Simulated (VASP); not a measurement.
# RbAl4Cl (Amm2) in VASP: further runs

RbAl4Cl is run at these levels: PBE; tasks: relaxation of cell and atoms, single point.

Program: VASP 6.6.1. These are calculated values, not measurements. Logs are shortened: lines on timing, memory, paths and dates and some standing lists are left out, and cuts for length are marked.

**1. The cell of the first run**

It takes space group Amm2 (No. 38, orthorhombic). Conventional cell: a = 5.026 Å, b = 6.987 Å, c = 8.849 Å, α = 90.00°, β = 90.00°, γ = 90.00°. Within 4.2 Å of Rb (site symmetry mm2) lie 3 Cl at 3.22 to 3.69 Å and 13 Al at 3.23 to 4.19 Å. Al (site symmetry mm2) has 1 Cl at 2.40 Å and 6 Al at 2.87 to 3.38 Å and 1 Rb at 3.23 Å within 3.4 Å. Al (site symmetry m) has 5 Al at 2.61 to 3.01 Å within 3.4 Å. Within 3.4 Å of Al (site symmetry mm2) lie 2 Cl at 2.52 Å and 6 Al at 2.78 to 3.38 Å. Cl (site symmetry mm2) has 3 Al at 2.40 to 2.52 Å and 1 Rb at 3.22 Å within 3.3 Å.

**2. Relaxation of cell and atoms, PBE**

The input, INCAR:

```
SYSTEM = RbAl4Cl
PREC     = Accurate       ! precision mode
ENCUT    = 600            ! plane-wave cutoff, eV
EDIFF    = 1E-7           ! SCF threshold, eV
ISMEAR   = 0              ! smearing method
SIGMA    = 0.1            ! smearing width, eV
LREAL    = .FALSE.        ! projectors in reciprocal space
LASPH    = .TRUE.         ! aspherical terms in the spheres
NELM     = 80             ! most SCF steps
ALGO     = Normal         ! electronic algorithm
ISIF     = 3              ! what is computed and relaxed
LWAVE    = .FALSE.        ! write WAVECAR
LCHARG   = .FALSE.        ! write CHGCAR
GGA      = PE             ! functional
IBRION   = 2              ! ionic algorithm
NSW      = 90             ! ionic steps
EDIFFG   = -0.04          ! ionic threshold
```

The input, KPOINTS:

```
regular mesh
0
G
  4 4 4
  0 0 0
```

The input, POSCAR:

```
RbAl4Cl
1.0
    5.0260520498      0.0000000000      0.0000000000
    0.0000000000      3.4933346281      4.4245379167
    0.0000000000     -3.4933346281      4.4245379167
Rb Al Cl
1 4 1
Direct
    0.0000000000      0.3755052535      0.3755052535
    0.0000000000      0.0102219409      0.0102219409
    0.5000000000      0.2482911643      0.8745496858
    0.5000000000      0.8745496858      0.2482911643
    0.5000000000      0.7549053742      0.7549053742
    0.0000000000      0.7395535797      0.7395535797
```

Potentials or basis: VASP PAW PBE potentials, release 64 (Rb_sv, Al, Cl).

Run with:

```sh
$ cat potpaw_PBE.64/Rb_sv/POTCAR potpaw_PBE.64/Al/POTCAR potpaw_PBE.64/Cl/POTCAR > POTCAR
$ mpirun -np 1 vasp_std > vasp.out
```

OUTCAR:

```text
SYSTEM = RbAl4Cl
   PREC = Accurate
   ENCUT = 600
   EDIFF = 1E-7
   ISMEAR = 0
   LREAL = .FALSE.
   LASPH = .TRUE.
   NELM = 80
   ISIF = 3
   GGA = PE
   IBRION = 2
   NSW = 90
   EDIFFG = -0.04

 ion  position               nearest neighbor table
   1  0.000  0.376  0.376-   6 3.22   2 3.23   2 3.69   2 3.69   6 3.69   6 3.69   4 3.72   3 3.72
                             3 3.72   4 3.72   4 3.97   3 3.97   3 3.97   4 3.97   5 4.19   5 4.19
   2  0.000  0.010  0.010-   6 2.40   4 2.87   3 2.87   3 2.87   4 2.87   1 3.23   1 3.69   1 3.69

   3  0.500  0.248  0.875-   4 2.61   5 2.78   2 2.87   2 2.87   5 3.01   1 3.72   1 3.72   1 3.97
                             1 3.97
   4  0.500  0.875  0.248-   3 2.61   5 2.78   2 2.87   2 2.87   5 3.01   1 3.72   1 3.72   1 3.97
                             1 3.97
   5  0.500  0.755  0.755-   6 2.52   6 2.52   3 2.78   4 2.78   3 3.01   4 3.01   1 4.19   1 4.19
                             1 4.43   1 4.43   1 4.43   1 4.43
   6  0.000  0.740  0.740-   2 2.40   5 2.52   5 2.52   1 3.22   1 3.69   1 3.69

  LATTYP: Found a base centered orthorhombic cell.
 ALAT       =     6.9866692562
 B/A-ratio  =     1.2665657281
 C/A-ratio  =     0.7193774123

  Lattice vectors:

 A1 = (   0.0000000000,   3.4933346281,  -4.4245379167)
 A2 = (   0.0000000000,   3.4933346281,   4.4245379167)
 A3 = (   5.0260520498,   0.0000000000,   0.0000000000)

Analysis of symmetry for initial positions (statically):
=====================================================================
 Subroutine PRICEL returns:
 Original cell was already a primitive cell.

 Routine SETGRP: Setting up the symmetry group for a
 base centered orthorhombic supercell.

 Subroutine GETGRP returns: Found  4 space group operations
 (whereof  4 operations were pure point group operations)
 out of a pool of  8 trial point group operations.

The static configuration has the point symmetry C_2v.

Analysis of symmetry for dynamics (positions and initial velocities):
=====================================================================
 Subroutine PRICEL returns:
 Original cell was already a primitive cell.

 Routine SETGRP: Setting up the symmetry group for a
 base centered orthorhombic supercell.

 Subroutine GETGRP returns: Found  4 space group operations
 (whereof  4 operations were pure point group operations)
 out of a pool of  8 trial point group operations.

The dynamic configuration has the point symmetry C_2v.

 Subroutine INISYM returns: Found  4 space group operations
 (whereof  4 operations are pure point group operations),
 and found     1 'primitive' translations

----------------------------------------------------------------------------------------

                                     Primitive cell

  volume of cell :     155.3693

  direct lattice vectors                    reciprocal lattice vectors
     5.026052050  0.000000000  0.000000000     0.198963320  0.000000000  0.000000000
     0.000000000  3.493334628  4.424537917     0.000000000  0.143129718  0.113006151
     0.000000000 -3.493334628  4.424537917     0.000000000 -0.143129718  0.113006151

  length of vectors
     5.026052050  5.637368411  5.637368411     0.198963320  0.182363665  0.182363665

  position of ions in fractional coordinates (direct lattice)
     0.000000000  0.375505254  0.375505254
     0.000000000  0.010221941  0.010221941
     0.500000000  0.248291164  0.874549686
     0.500000000  0.874549686  0.248291164
     0.500000000  0.754905374  0.754905374
     0.000000000  0.739553580  0.739553580

  ion indices of the primitive-cell ions
   primitive index   ion index
                 1           1
                 2           2
                 3           3
                 4           4
                 5           5
                 6           6

----------------------------------------------------------------------------------------

 KPOINTS: regular mesh

Automatic generation of k-mesh.
 Grid dimensions read from file:
 generate k-points for:    4    4    4

 Generating k-lattice:
[... 44 lines left out ...]
   dimension x,y,z NGXF=    80 NGYF=   96 NGZF=   96
   ions per type =               1   4   1
   NGX,Y,Z   is equivalent  to a cutoff of  13.23, 14.16, 14.16 a.u.
   NGXF,Y,Z  is equivalent  to a cutoff of  26.46, 28.31, 28.31 a.u.
 SYSTEM =  RbAl4Cl
   PREC   = accura    normal or accurate (medium, high low for compatibility)
   ISTART =      0    job   : 0-new  1-cont  2-samecut
   ICHARG =      2    charge: 1-file 2-atom 10-const
   ISPIN  =      1    spin polarized calculation?
   LNONCOLLINEAR =      F non collinear calculations
   LSORBIT =      F    spin-orbit coupling
   LASPH  =      T    aspherical Exc in radial PAW
   ENCUT  =  600.0 eV  44.10 Ry    6.64 a.u.  10.04 11.26 11.26*2*pi/ulx,y,z
   NELM   =     80;   NELMIN=  2; NELMDL= -5     # of ELM steps
   EDIFF  = 0.1E-06   stopping-criterion for ELM
   LREAL  =      F    real-space projection
   EDIFFG = -.4E-01   stopping-criterion for IOM
   NSW    =     90    number of steps for IOM
   IBRION =      2    ionic relax: 0-MD 1-quasi-New 2-CG
   NFREE  =      1    steps in history (QN), initial steepest desc. (CG)
   ISIF   =      3    stress and relaxation
   ISYM   =      2    0-nonsym 1-usesym 2-fastsym
   POTIM  = 0.5000    time-step for ionic-motion
   TEBEG  =    0.0;   TEEND  =   0.0 temperature during run
   PSTRESS=    0.0 pullay stress
   NELECT =      28.0000    total number of electrons
   NUPDOWN=      -1.0000    fix difference up-down
   EMIN   =  10.00;   EMAX   =-10.00  energy-range for DOS
   EFERMI =   0.00;   METHOD = LEGACY
   ISMEAR =     0;   SIGMA  =   0.10  broadening in eV -4-tet -1-fermi 0-gaus
   EFERMI_NEDOS =   21; number of points for ismear=-14 and -15
   IALGO  =     38    algorithm
   IMIX   =      4    mixing-type and parameters
     AMIX     =   0.40;   BMIX     =  1.00
     AMIX_MAG =   1.60;   BMIX_MAG =  1.00
  volume/ion in A,a.u.               =      25.89       174.75
  Fermi-wavevector in a.u.,A,eV,Ry     =   0.924711  1.747450 11.634200  0.855090
  Thomas-Fermi vector in A             =   2.050486
   LORBIT       =      0    0 simple, 1 ext, 2 COOP (PROOUT), +10 PAW based schemes
   GGA     = PE    functional components
   LHFCALC =     F    Hartree Fock is set to
   AEXX    =    0.0000 exact exchange contribution
   IVDW    =     0    specifies the selected vdW correction
   LEPSILON=     F    determine dielectric tensor
   LRPA    =     F    only Hartree local field effects (RPA)
 conjugate gradient relaxation of ions
 non-spin polarized calculation
 Gauss-broadening in eV      SIGMA  =   0.10
  energy-cutoff  :      600.00
  volume of cell :      155.37
 maximum number of plane-waves:      5204
   NGX = 21   NGY = 23   NGZ = 23

--------------------------------------- Ionic step        1  -------------------------------------------

 number of electron      27.9999999 magnetization

 Free energy of the ion-electron system (eV)
  ---------------------------------------------------
  ext. energy  EPLUGINS =         0.00000000
  ---------------------------------------------------
  free energy    TOTEN  =       -17.85265910 eV

  energy without entropy =      -17.84362175  energy(sigma->0) =      -17.84814043

------------------------ aborting loop because EDIFF is reached ----------------------------------------

  FORCE on cell =-STRESS in cart. coord.  units (eV):
  Direction    XX          YY          ZZ          XY          YZ          ZX
  --------------------------------------------------------------------------------------
  -------------------------------------------------------------------------------------
  Total       -0.1215359      0.0723015     -0.1055512      0.0000000      0.0000000      0.0000000
  in kB       -1.2532852      0.7455774     -1.0884509      0.0000000      0.0000000      0.0000000
  external PRESSURE =      -0.5320529 kB  Pullay stress =       0.0000000 kB

 VOLUME and BASIS-vectors are now :
 -----------------------------------------------------------------------------
  energy-cutoff  :      600.00
  volume of cell :      155.37
      direct lattice vectors                 reciprocal lattice vectors
     5.026052050  0.000000000  0.000000000     0.198963320  0.000000000  0.000000000
     0.000000000  3.493334628  4.424537917     0.000000000  0.143129718  0.113006151
     0.000000000 -3.493334628  4.424537917     0.000000000 -0.143129718  0.113006151

 POSITION                                       TOTAL-FORCE (eV/Angst)
 -----------------------------------------------------------------------------------
      0.00000      0.00000      3.32287         0.000000     -0.000000     -0.008200
      0.00000      0.00000      0.09045         0.000000     -0.000000      0.000522
      2.51303     -2.18773      4.96805         0.000000      0.001026     -0.035118
      2.51303      2.18773      4.96805         0.000000     -0.001026     -0.035118
      2.51303      0.00000      6.68021         0.000000     -0.000000      0.025230
      0.00000      0.00000      6.54437         0.000000     -0.000000      0.052683
 -----------------------------------------------------------------------------------
    total drift:                               -0.000000      0.000000      0.000167

  FREE ENERGIE OF THE ION-ELECTRON SYSTEM (eV)
  ---------------------------------------------------
  free  energy   TOTEN  =       -17.8526591004 eV

  energy  without entropy=      -17.8436217545  energy(sigma->0) =      -17.84814043

--------------------------------------- Ionic step        2  -------------------------------------------

 number of electron      27.9999999 magnetization

 Free energy of the ion-electron system (eV)
  ---------------------------------------------------
  ext. energy  EPLUGINS =         0.00000000
  ---------------------------------------------------
  free energy    TOTEN  =       -17.85306825 eV

  energy without entropy =      -17.84413754  energy(sigma->0) =      -17.84860290

 E-fermi :   3.8218     XC(G=0):  -8.5854

 val. band max:        3.8095580085   @ k =   0.5000   0.2500   0.0000
 cond. band min:       3.8333739715   @ k =   0.5000   0.5000   0.5000
 fundamental gap:      0.0238159629
 Fermi energy:         3.8217896643

 k-point     1 :       0.0000    0.0000    0.0000
  band No.  band energies     occupation
      1     -23.5144      2.00000
      2     -13.4817      2.00000
      3      -7.7637      2.00000
      4      -7.6833      2.00000
      5      -7.6312      2.00000
      6      -3.8105      2.00000
[... 418 lines left out ...]
      5      -7.6965      2.00000
      6      -3.9522      2.00000
[... 10 lines left out ...]
     17       6.4802      0.00000
     18       7.3247      0.00000

------------------------ aborting loop because EDIFF is reached ----------------------------------------

  FORCE on cell =-STRESS in cart. coord.  units (eV):
  Direction    XX          YY          ZZ          XY          YZ          ZX
  --------------------------------------------------------------------------------------
  -------------------------------------------------------------------------------------
  Total       -0.0332858      0.0390950     -0.0318101      0.0000000      0.0000000      0.0000000
  in kB       -0.3436726      0.4036524     -0.3284362      0.0000000      0.0000000      0.0000000
  external PRESSURE =      -0.0894854 kB  Pullay stress =       0.0000000 kB

 VOLUME and BASIS-vectors are now :
 -----------------------------------------------------------------------------
  energy-cutoff  :      600.00
  volume of cell :      155.18
      direct lattice vectors                 reciprocal lattice vectors
     5.021140581  0.000000000  0.000000000     0.199157937  0.000000000  0.000000000
     0.000000000  3.495365429  4.420782906     0.000000000  0.143046560  0.113102138
     0.000000000 -3.495365429  4.420782906     0.000000000 -0.143046560  0.113102138

 POSITION                                       TOTAL-FORCE (eV/Angst)
 -----------------------------------------------------------------------------------
      0.00000      0.00000      3.31966         0.000000      0.000000     -0.003728
      0.00000      0.00000      0.09040         0.000000      0.000000      0.012785
      2.51057     -2.18895      4.96214         0.000000      0.000119     -0.028262
      2.51057      2.18895      4.96214         0.000000     -0.000119     -0.028262
      2.51057      0.00000      6.67576         0.000000      0.000000      0.015890
      0.00000      0.00000      6.54135         0.000000      0.000000      0.031576
 -----------------------------------------------------------------------------------
    total drift:                               -0.000000      0.000000      0.000163

  FREE ENERGIE OF THE ION-ELECTRON SYSTEM (eV)
  ---------------------------------------------------
  free  energy   TOTEN  =       -17.8530682549 eV

  energy  without entropy=      -17.8441375380  energy(sigma->0) =      -17.84860290

 reached required accuracy - stopping structural energy minimisation
```

Run time: 53 s. Hardware: 1 thread of Intel Xeon 6975P-C (Granite Rapids), shared host; peak memory 0.34 GiB.

Results:

```yaml
Free_energy: -17.8531 eV
Relaxed_volume: 25.86 Å³/atom
Relaxed_cell: a = 5.021 Å, b = 5.636 Å, c = 5.636 Å, α = 76.66°, β = 90.00°, γ = 90.00°
Space_group_after_relaxing_to_0.1_Å: Amm2 (No. 38)
Energy_gained_by_relaxing: 0.1 meV/atom
Ionic_steps: 2
Pressure_after_relaxing: 0.0 GPa
Largest_force_after_relaxing: 0.032 eV/Å
Band_gap_on_the_k_mesh: zero (bands 14 and 15 overlap by 0.88 eV)
```

Forces in eV/Å, atoms in the order of the input:
```
Rb   0.000  0.000 -0.004
Al   0.000  0.000  0.013
Al   0.000  0.000 -0.028
Al   0.000  0.000 -0.028
Al   0.000  0.000  0.016
Cl   0.000  0.000  0.032
```

The path:
```
step  energy change (eV)  largest force (eV/Å)  pressure (GPa)  volume (Å³)
   1              0.0000                0.0527           -0.05       155.37
   2             -0.0004                0.0316           -0.01       155.18
```

Final structure:
```cif
data_structure
_symmetry_space_group_name_H-M 'P 1'
_symmetry_Int_Tables_number 1
_cell_length_a 5.0211
_cell_length_b 5.6357
_cell_length_c 5.6357
_cell_angle_alpha 76.664
_cell_angle_beta 90.000
_cell_angle_gamma 90.000
_cell_volume 155.18
loop_
_atom_site_label
_atom_site_type_symbol
_atom_site_fract_x
_atom_site_fract_y
_atom_site_fract_z
_atom_site_occupancy
Rb1 Rb 0.00000 0.37546 0.37546 1
Al1 Al 0.00000 0.01022 0.01022 1
Al2 Al 0.50000 0.24811 0.87435 1
Al3 Al 0.50000 0.87435 0.24811 1
Al4 Al 0.50000 0.75504 0.75504 1
Cl1 Cl 0.00000 0.73984 0.73984 1
```

**3. Single point, PBE**

This run uses another cell than the first one, of 25.79 Å³/atom.

The input, INCAR:

```
SYSTEM = RbAl4Cl
ALGO = Normal
EDIFF = 1E-6
ENCUT = 520
GGA = PE
ISIF = 2
ISMEAR = 0
LASPH = .TRUE.
LCHARG = .TRUE.
LELF = .TRUE.
LREAL = .FALSE.
LVHAR = .TRUE.
LWAVE = .FALSE.
NBANDS = 23
NELM = 100
PREC = Accurate
SIGMA = 0.1
```

The input, KPOINTS:

```
k-points
0
G
  8 8 8
  0 0 0
```

The input, POSCAR:

```
RbAl4Cl
1.0
    4.9822872176      0.0000000000      0.0000000000
    0.0000000000      3.5057549975      4.4299012007
    0.0000000000     -3.5057549975      4.4299012007
Rb Al Cl
1 4 1
Direct
    0.0000000000      0.3772875393      0.3772875393
    0.0000000000      0.0129173387      0.0129173387
    0.5000000000      0.2469810737      0.8683846139
    0.5000000000      0.8683846139      0.2469810737
    0.5000000000      0.7534437643      0.7534437643
    0.0000000000      0.7440126685      0.7440126685
```

Potentials or basis: VASP PAW PBE potentials, release 64 (Rb_sv, Al, Cl).

Run with:

```sh
$ cat potpaw_PBE.64/Rb_sv/POTCAR potpaw_PBE.64/Al/POTCAR potpaw_PBE.64/Cl/POTCAR > POTCAR
$ mpirun -np 1 vasp_std > vasp.out
```

Wall time 3.6 min (1 thread of Intel Xeon 6975P-C (Granite Rapids), shared host); peak memory 0.49 GiB.

Results (log left out):

- Free energy: -17.8001 eV
- Pressure: 0.0 GPa
- Largest force: 0.009 eV/Å
- Band gap on the k mesh: zero (bands 14 and 15 overlap by 1.02 eV)

Forces on the atoms (eV/Å):
```
Rb   0.000  0.000  0.000
Al   0.000  0.000 -0.009
Al   0.000 -0.005  0.000
Al   0.000  0.005  0.000
Al   0.000  0.000  0.000
Cl   0.000  0.000  0.009
```

Levels at points of the mesh, in eV from the Fermi level:
```csv
k point,band 12,band 13,band 14,band 15,band 16,band 17
"(0.00, 0.00, 0.00)",-1.31,-1.21,-0.38,-0.17,0.98,2.07
"(0.50, 0.00, 0.00)",-2.23,-1.15,-0.99,-0.57,1.53,2.05
"(0.00, 0.50, 0.00)",-1.54,-1.12,-0.48,0.35,0.96,1.66
"(0.50, 0.50, 0.00)",-1.86,-0.89,-0.78,0.44,1.80,2.13
"(0.00, 0.50, 0.50)",-2.08,-1.70,-0.31,1.08,1.40,2.40
"(0.50, 0.50, 0.50)",-2.13,-1.31,-0.08,1.38,2.59,2.60
```
